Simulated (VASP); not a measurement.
# Ti2Cl (P-3m1) in VASP: single point with PBE

Aim: the single point of Ti2Cl with PBE.

Program: VASP 6.6.1. These are calculated values, not measurements. Logs are shortened: lines on timing, memory, paths and dates and some standing lists are left out, and cuts for length are marked.

### 1 The cell of the first run

The structure is trigonal, space group P-3m1 (No. 164). Conventional cell: a = 3.105 Å, b = 3.105 Å, c = 13.920 Å, α = 90.00°, β = 90.00°, γ = 120.00°. Within 3.2 Å of Ti (site symmetry 3m) lie 3 Cl at 2.44 Å and 9 Ti at 2.84 to 3.10 Å. Ti (site symmetry 3m) has 12 Ti at 2.84 to 3.10 Å within 3.7 Å. Cl (site symmetry 3m) has 3 Ti at 2.44 Å and 6 Cl at 3.10 Å within 3.2 Å.

### 2 Single point, PBE, collinear spin, ferromagnetic start

Input file INCAR:

```
SYSTEM = Ti2Cl
PREC = Accurate ; ENCUT = 520
EDIFF = 1E-7 ; ISMEAR = 0
SIGMA = 0.2 ; LREAL = .FALSE.
LASPH = .TRUE. ; NELM = 150
ALGO = Normal ; ISIF = 2
LWAVE = .FALSE. ; LCHARG = .FALSE.
ISPIN = 2 ; MAGMOM = 1 1 1 1 0 0
LORBIT = 11 ; LMAXMIX = 4
GGA = PE ; NBANDS = 44
```

Input file KPOINTS:

```
regular mesh
0
G
  6 6 2
  0 0 0
```

Input file POSCAR:

```
Ti2Cl
1.0
    3.1047198465      0.0000000000      0.0000000000
   -1.5523599232      2.6887662587      0.0000000000
    0.0000000000      0.0000000000     13.9200640393
Ti Cl
4 2
Direct
    0.0000000000      0.0000000000      0.7566642129
    0.0000000000      0.0000000000      0.2433357871
    0.3333333333      0.6666666667      0.0847017786
    0.6666666667      0.3333333333      0.9152982214
    0.3333333333      0.6666666667      0.6374952430
    0.6666666667      0.3333333333      0.3625047570
```

Potentials or basis: VASP PAW PBE potentials, release 64 (Ti_sv, Cl).

Launch:

```
$ cat potpaw_PBE.64/Ti_sv/POTCAR potpaw_PBE.64/Cl/POTCAR > POTCAR
$ mpirun -np 1 vasp_std > vasp.out
```

OUTCAR:

```text
SYSTEM = Ti2Cl
   PREC = Accurate
   ENCUT = 520
   EDIFF = 1E-7
   ISMEAR = 0
   LREAL = .FALSE.
   LASPH = .TRUE.
   NELM = 150
   ISIF = 2
   ISPIN = 2
   LORBIT = 11
   GGA = PE

 ion  position               nearest neighbor table
   1  0.000  0.000  0.757-   5 2.44   5 2.44   5 2.44   4 2.84   4 2.84   4 2.84
   2  0.000  0.000  0.243-   6 2.44   6 2.44   6 2.44   3 2.84   3 2.84   3 2.84
   3  0.333  0.667  0.085-   2 2.84   2 2.84   2 2.84
   4  0.667  0.333  0.915-   1 2.84   1 2.84   1 2.84
   5  0.333  0.667  0.637-   1 2.44   1 2.44   1 2.44
   6  0.667  0.333  0.363-   2 2.44   2 2.44   2 2.44

  LATTYP: Found a hexagonal cell.
 ALAT       =     3.1047198465
 C/A-ratio  =     4.4835169444

  Lattice vectors:

 A1 = (   3.1047198465,   0.0000000000,   0.0000000000)
 A2 = (  -1.5523599232,   2.6887662587,   0.0000000000)
 A3 = (   0.0000000000,   0.0000000000,  13.9200640393)

Analysis of symmetry for initial positions (statically):
=====================================================================
 Subroutine PRICEL returns:
 Original cell was already a primitive cell.

 Routine SETGRP: Setting up the symmetry group for a
 hexagonal supercell.

 Subroutine GETGRP returns: Found 12 space group operations
 (whereof 12 operations were pure point group operations)
 out of a pool of 24 trial point group operations.

The static configuration has the point symmetry D_3d.

Analysis of symmetry for dynamics (positions and initial velocities):
=====================================================================
 Subroutine PRICEL returns:
 Original cell was already a primitive cell.

 Routine SETGRP: Setting up the symmetry group for a
 hexagonal supercell.

 Subroutine GETGRP returns: Found 12 space group operations
 (whereof 12 operations were pure point group operations)
 out of a pool of 24 trial point group operations.

The dynamic configuration has the point symmetry D_3d.

Analysis of structural, dynamic, and magnetic symmetry:
=====================================================================
 Subroutine PRICEL returns:
 Original cell was already a primitive cell.

 Routine SETGRP: Setting up the symmetry group for a
 hexagonal supercell.

 Subroutine GETGRP returns: Found 12 space group operations
 (whereof 12 operations were pure point group operations)
 out of a pool of 24 trial point group operations.

The overall configuration has the point symmetry D_3d.

 Subroutine INISYM returns: Found 12 space group operations
 (whereof 12 operations are pure point group operations),
 and found     1 'primitive' translations

----------------------------------------------------------------------------------------

                                     Primitive cell

  volume of cell :     116.2028

  direct lattice vectors                    reciprocal lattice vectors
     3.104719847  0.000000000  0.000000000     0.322090253  0.185958894  0.000000000
    -1.552359923  2.688766259  0.000000000     0.000000000  0.371917788  0.000000000
     0.000000000  0.000000000 13.920064039     0.000000000  0.000000000  0.071838750

  length of vectors
     3.104719847  3.104719846 13.920064039     0.371917788  0.371917788  0.071838750

  position of ions in fractional coordinates (direct lattice)
     0.000000000  0.000000000  0.756664213
     0.000000000  0.000000000  0.243335787
     0.333333333  0.666666667  0.084701779
     0.666666667  0.333333333  0.915298221
     0.333333333  0.666666667  0.637495243
     0.666666667  0.333333333  0.362504757

  ion indices of the primitive-cell ions
   primitive index   ion index
                 1           1
                 2           2
                 3           3
                 4           4
                 5           5
                 6           6

----------------------------------------------------------------------------------------

 KPOINTS: regular mesh

Automatic generation of k-mesh.
 Grid dimensions read from file:
 generate k-points for:    6    6    2

 Generating k-lattice:

  Cartesian coordinates                     Fractional coordinates (reciprocal lattice)
     0.053681709  0.030993149  0.000000000     0.166666667  0.000000000  0.000000000
     0.000000000  0.061986298  0.000000000     0.000000000  0.166666667  0.000000000
     0.000000000  0.000000000  0.035919375     0.000000000  0.000000000  0.500000000

  Length of vectors
     0.061986298  0.061986298  0.035919375

  Shift w.r.t. Gamma in fractional coordinates (k-lattice)
     0.000000000  0.000000000  0.000000000

 Subroutine IBZKPT returns following result:
 ===========================================

 Found     14 irreducible k-points:

 Following reciprocal coordinates:
            Coordinates               Weight
  0.000000  0.000000  0.000000      1.000000
  0.166667  0.000000  0.000000      6.000000
  0.333333 -0.000000  0.000000      6.000000
  0.500000 -0.000000  0.000000      3.000000
  0.166667  0.166667  0.000000      6.000000
  0.333333  0.166667  0.000000     12.000000
  0.333333  0.333333  0.000000      2.000000
  0.000000  0.000000  0.500000      1.000000
  0.166667  0.000000  0.500000      6.000000
  0.333333 -0.000000  0.500000      6.000000
  0.500000 -0.000000  0.500000      3.000000
  0.166667  0.166667  0.500000      6.000000
  0.333333  0.166667  0.500000     12.000000
  0.333333  0.333333  0.500000      2.000000
   k-points           NKPTS =     14   k-points in BZ     NKDIM =     14   number of bands    NBANDS=     44
   number of dos      NEDOS =    301   number of ions     NIONS =      6
   total plane-waves  NPLWV =  62208
   dimension x,y,z NGX =    24 NGY =   24 NGZ =  108
   dimension x,y,z NGXF=    48 NGYF=   48 NGZF=  216
   ions per type =               4   2
   NGX,Y,Z   is equivalent  to a cutoff of  12.85, 12.85, 12.90 a.u.
   NGXF,Y,Z  is equivalent  to a cutoff of  25.70, 25.70, 25.80 a.u.
 SYSTEM =  Ti2Cl
   PREC   = accura    normal or accurate (medium, high low for compatibility)
   ISTART =      0    job   : 0-new  1-cont  2-samecut
   ICHARG =      2    charge: 1-file 2-atom 10-const
   ISPIN  =      2    spin polarized calculation?
   LNONCOLLINEAR =      F non collinear calculations
   LSORBIT =      F    spin-orbit coupling
   LASPH  =      T    aspherical Exc in radial PAW
   ENCUT  =  520.0 eV  38.22 Ry    6.18 a.u.   5.77  5.77 25.88*2*pi/ulx,y,z
   NELM   =    150;   NELMIN=  2; NELMDL= -5     # of ELM steps
   EDIFF  = 0.1E-06   stopping-criterion for ELM
   LREAL  =      F    real-space projection
   EDIFFG = 0.1E-05   stopping-criterion for IOM
   NSW    =      0    number of steps for IOM
   IBRION =     -1    ionic relax: 0-MD 1-quasi-New 2-CG
   NFREE  =      0    steps in history (QN), initial steepest desc. (CG)
   ISIF   =      2    stress and relaxation
   ISYM   =      2    0-nonsym 1-usesym 2-fastsym
   POTIM  = 0.5000    time-step for ionic-motion
   TEBEG  =    0.0;   TEEND  =   0.0 temperature during run
   PSTRESS=    0.0 pullay stress
   NELECT =      62.0000    total number of electrons
   NUPDOWN=      -1.0000    fix difference up-down
   EMIN   =  10.00;   EMAX   =-10.00  energy-range for DOS
   EFERMI =   0.00;   METHOD = LEGACY
   ISMEAR =     0;   SIGMA  =   0.20  broadening in eV -4-tet -1-fermi 0-gaus
   EFERMI_NEDOS =   21; number of points for ismear=-14 and -15
   IALGO  =     38    algorithm
   IMIX   =      4    mixing-type and parameters
     AMIX     =   0.40;   BMIX     =  1.00
     AMIX_MAG =   1.60;   BMIX_MAG =  1.00
  volume/ion in A,a.u.               =      19.37       130.70
  Fermi-wavevector in a.u.,A,eV,Ry     =   1.327802  2.509181 23.987845  1.763057
  Thomas-Fermi vector in A             =   2.457087
   LORBIT       =     11    0 simple, 1 ext, 2 COOP (PROOUT), +10 PAW based schemes
   GGA     = PE    functional components
   LHFCALC =     F    Hartree Fock is set to
   AEXX    =    0.0000 exact exchange contribution
   IVDW    =     0    specifies the selected vdW correction
   LEPSILON=     F    determine dielectric tensor
   LRPA    =     F    only Hartree local field effects (RPA)
 spin polarized calculation
 Gauss-broadening in eV      SIGMA  =   0.20
  energy-cutoff  :      520.00
  volume of cell :      116.20
 maximum number of plane-waves:      3144
 NGX is ok and might be reduce to    24
   NGX = 11   NGY = 11   NGZ = 51

 number of electron      61.9999997 magnetization       0.0065927

 number of electron      61.9999997 magnetization      -0.0000642

 Free energy of the ion-electron system (eV)
  ---------------------------------------------------
  ext. energy  EPLUGINS =         0.00000000
  ---------------------------------------------------
  free energy    TOTEN  =       -39.30847101 eV

  energy without entropy =      -39.20635532  energy(sigma->0) =      -39.25741316

 E-fermi :   6.5519     XC(G=0): -10.3245

 val. band max:        6.4612205206   @ k =   0.3333   0.3333   0.5000
 cond. band min:       6.5951118908   @ k =   0.3333   0.1667   0.0000
 fundamental gap:      0.1338913703
 Fermi energy:         6.5519325353

 spin component 1

 k-point     1 :       0.0000    0.0000    0.0000
  band No.  band energies     occupation
      1     -50.6182      1.00000
      2     -50.6177      1.00000
      3     -50.2446      1.00000
      4     -50.1971      1.00000
      5     -27.0102      1.00000
      6     -26.9864      1.00000
[... 35 lines left out ...]
     42       8.5469      0.00000
     43       8.5469      0.00000

 k-point     2 :       0.1667    0.0000    0.0000
  band No.  band energies     occupation
      1     -50.6079      1.00000
      2     -50.6076      1.00000
      3     -50.2338      1.00000
      4     -50.1918      1.00000
      5     -26.9846      1.00000
      6     -26.9707      1.00000
[... 541 lines left out ...]
     42       9.4395      0.00000
     43       9.6800      0.00000

 k-point    14 :       0.3333    0.3333    0.5000
  band No.  band energies     occupation
      1     -50.5719      1.00000
      2     -50.5718      1.00000
      3     -50.1843      1.00000
      4     -50.1843      1.00000
      5     -26.9279      1.00000
      6     -26.9279      1.00000
[... 35 lines left out ...]
     42       9.2830      0.00000
     43       9.6655      0.00000
 Fermi energy:         6.5519325353

 spin component 2

 k-point     1 :       0.0000    0.0000    0.0000
  band No.  band energies     occupation
      1     -50.6182      1.00000
      2     -50.6178      1.00000
      3     -50.2446      1.00000
      4     -50.1971      1.00000
      5     -27.0102      1.00000
      6     -26.9864      1.00000
[... 35 lines left out ...]
     42       8.5469      0.00000
     43       8.5469      0.00000

 k-point     2 :       0.1667    0.0000    0.0000
  band No.  band energies     occupation
      1     -50.6079      1.00000
      2     -50.6076      1.00000
      3     -50.2338      1.00000
      4     -50.1918      1.00000
      5     -26.9847      1.00000
      6     -26.9707      1.00000
[... 541 lines left out ...]
     42       9.4394      0.00000
     43       9.6800      0.00000

 k-point    14 :       0.3333    0.3333    0.5000
  band No.  band energies     occupation
      1     -50.5719      1.00000
      2     -50.5719      1.00000
      3     -50.1843      1.00000
      4     -50.1843      1.00000
      5     -26.9279      1.00000
      6     -26.9279      1.00000
[... 35 lines left out ...]
     42       9.2830      0.00000
     43       9.6655      0.00000
 [bands above 43 left out]

------------------------ aborting loop because EDIFF is reached ----------------------------------------

  FORCE on cell =-STRESS in cart. coord.  units (eV):
  Direction    XX          YY          ZZ          XY          YZ          ZX
  --------------------------------------------------------------------------------------
  -------------------------------------------------------------------------------------
  Total        0.0101556      0.0101556      0.1348035      0.0000000     -0.0000000      0.0000000
  in kB        0.1400227      0.1400227      1.8586385      0.0000000     -0.0000000      0.0000000
  external PRESSURE =       0.7128946 kB  Pullay stress =       0.0000000 kB

 VOLUME and BASIS-vectors are now :
 -----------------------------------------------------------------------------
  energy-cutoff  :      520.00
  volume of cell :      116.20
      direct lattice vectors                 reciprocal lattice vectors
     3.104719847  0.000000000  0.000000000     0.322090253  0.185958894  0.000000000
    -1.552359923  2.688766259  0.000000000     0.000000000  0.371917788  0.000000000
     0.000000000  0.000000000 13.920064039     0.000000000  0.000000000  0.071838750

 POSITION                                       TOTAL-FORCE (eV/Angst)
 -----------------------------------------------------------------------------------
      0.00000      0.00000     10.53281        -0.000000      0.000000      0.077066
      0.00000      0.00000      3.38725         0.000000     -0.000000     -0.077066
     -0.00000      1.79251      1.17905         0.000000      0.000000      0.052433
      1.55236      0.89626     12.74101        -0.000000      0.000000     -0.052433
     -0.00000      1.79251      8.87397         0.000000     -0.000000     -0.034526
      1.55236      0.89626      5.04609        -0.000000      0.000000      0.034526
 -----------------------------------------------------------------------------------
    total drift:                               -0.000000      0.000000     -0.000000

  FREE ENERGIE OF THE ION-ELECTRON SYSTEM (eV)
  ---------------------------------------------------
  free  energy   TOTEN  =       -39.3084710098 eV

  energy  without entropy=      -39.2063553152  energy(sigma->0) =      -39.25741316

 total charge

# of ion       s       p       d       tot
------------------------------------------
    1        2.192   6.139   1.883  10.213
    2        2.192   6.139   1.883  10.213
    3        2.232   6.107   1.820  10.160
    4        2.232   6.107   1.820  10.160
    5        1.608   3.553   0.000   5.160
    6        1.608   3.553   0.000   5.160
--------------------------------------------------
tot         12.063  31.598   7.406  51.067

 magnetization (x)

# of ion       s       p       d       tot
------------------------------------------
    1       -0.000  -0.000  -0.000  -0.000
    2       -0.000  -0.000  -0.000  -0.000
    3        0.000   0.000   0.000   0.000
    4        0.000   0.000   0.000   0.000
    5        0.000   0.000   0.000   0.000
    6        0.000   0.000   0.000   0.000
--------------------------------------------------
tot          0.000   0.000   0.000   0.000
```

Wall time 7.7 min (1 thread of Oxide Virtual Turin-like, shared host); peak memory 0.29 GiB.

Results:

* Free energy: -39.3085 eV
* Pressure: 0.1 GPa
* Largest force: 0.077 eV/Å
* Band gap on the k mesh: zero (filled and empty bands overlap)
* Net moment: 0.00 μB per cell
* Valence electrons inside the program's atomic spheres: Ti 10.21, 10.16; Cl 5.16

Forces in eV/Å, atoms in the order of the input:
```
Ti   0.000  0.000  0.077
Ti   0.000  0.000 -0.077
Ti   0.000  0.000  0.052
Ti   0.000  0.000 -0.052
Cl   0.000  0.000 -0.035
Cl   0.000  0.000  0.035
```

Stress tensor (GPa, compression positive):
```
0.01 0.00 0.00
0.00 0.01 0.00
0.00 0.00 0.19
```

Levels at points of the mesh, in eV from the Fermi level:
Spin up:
```tsv
k point	band 29	band 30	band 31	band 32	band 33	band 34
(0.00, 0.00, 0.00)	0.46	0.51	0.51	0.61	0.61	0.66
(0.50, 0.00, 0.00)	-1.11	-0.88	-0.23	0.38	0.61	0.90
(0.00, 0.00, 0.50)	0.46	0.51	0.51	0.61	0.61	0.64
(0.50, 0.00, 0.50)	-1.14	-0.88	-0.23	0.39	0.62	0.89
```
Spin down:
| k point | band 27 | band 28 | band 29 | band 30 | band 31 | band 32 | band 33 | band 34 | band 35 | band 36 |
| --- | --- | --- | --- | --- | --- | --- | --- | --- | --- | --- |
| (0.00, 0.00, 0.00) | -1.62 | -1.42 | 0.46 | 0.51 | 0.51 | 0.61 | 0.61 | 0.66 | 0.78 | 0.78 |
| (0.50, 0.00, 0.00) | -1.46 | -1.32 | -1.11 | -0.88 | -0.23 | 0.38 | 0.61 | 0.90 | 1.14 | 1.27 |
| (0.00, 0.00, 0.50) | -1.63 | -1.36 | 0.46 | 0.51 | 0.51 | 0.61 | 0.61 | 0.64 | 0.78 | 0.78 |
| (0.50, 0.00, 0.50) | -1.43 | -1.33 | -1.14 | -0.88 | -0.23 | 0.39 | 0.62 | 0.89 | 1.15 | 1.26 |

Caveat: the k points lie up to 0.39 Å⁻¹ apart; this functional lacks dispersion, which binds the layers, so the pressure and a relaxed spacing across them are unreliable.
